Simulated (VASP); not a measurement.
Pt:

```xyz
1
Lattice="0.0000 1.9209 1.9209 1.9209 0.0000 1.9209 1.9209 1.9209 0.0000" Properties=species:S:1:pos:R:3 pbc="T T T"
Pt    0.0000    0.0000    0.0000
```

Base run:

```yaml
Program: VASP 6.6.1
Functional: PBE
Potentials_or_basis: VASP PAW PBE potentials, release 64 (Pt)
Cutoff: 520 eV
k_mesh: 12 × 12 × 12
Occupations: fermi-dirac, width 0.05 eV
Spin: no spin polarisation
```

Its results: band gap on the k mesh zero (band 5 reaches 13.08 eV, above the bottom of band 6 at 10.58 eV); pressure 31.6 GPa.

Q: After a change of settings the same cell gave: band gap on the k mesh zero (band 5 reaches 14.91 eV, above the bottom of band 6 at 12.39 eV); pressure 68.2 GPa. Which change was it?
A. functional from PBE to PBEsol; further incar settings from ALGO = Normal; EDIFF = 1e-06; NBANDS = 11 to ALGO = Normal; EDIFF = 1e-07; NBANDS = 11
B. functional from PBE to PBE exchange alone
C. functional from PBE to PBE0; k mesh from 12 × 12 × 12 to 8 × 8 × 8
D. functional from PBE to r2SCAN

A: B.

Caveats: spin-orbit coupling is left out, which moves the levels of the heavy elements.
